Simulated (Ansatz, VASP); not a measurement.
GaN: VASP beside Ansatz

```
CELL_PARAMETERS angstrom
0.00000 2.06670 2.06670
2.06670 0.00000 2.06670
2.06670 2.06670 0.00000
ATOMIC_POSITIONS crystal
Ga 0.00000 0.00000 0.00000
N 0.50000 0.50000 0.50000
```

Change from the starting cell: volume scaled by 0.94, LAPW.

Alike in both runs: task single point; functional PBEsol; k mesh 17 × 17 × 17; occupations fermi-dirac, width 0.05 eV; no spin polarisation.

```csv
,VASP,Ansatz
version,VASP 6.6.1,Ansatz 0.2.0
potentials or method,"VASP PAW PBE potentials, release 64 (Ga_d, N), cutoff 600 eV","all-electron LAPW, scalar-relativistic"
```

```tsv
	VASP	Ansatz	Ansatz less VASP
pressure (GPa)	16.9	16.7	-0.21
```

VASP's potentials were made for PBE, not for PBEsol. Ansatz ran all-electron here, and VASP with PAW potentials.
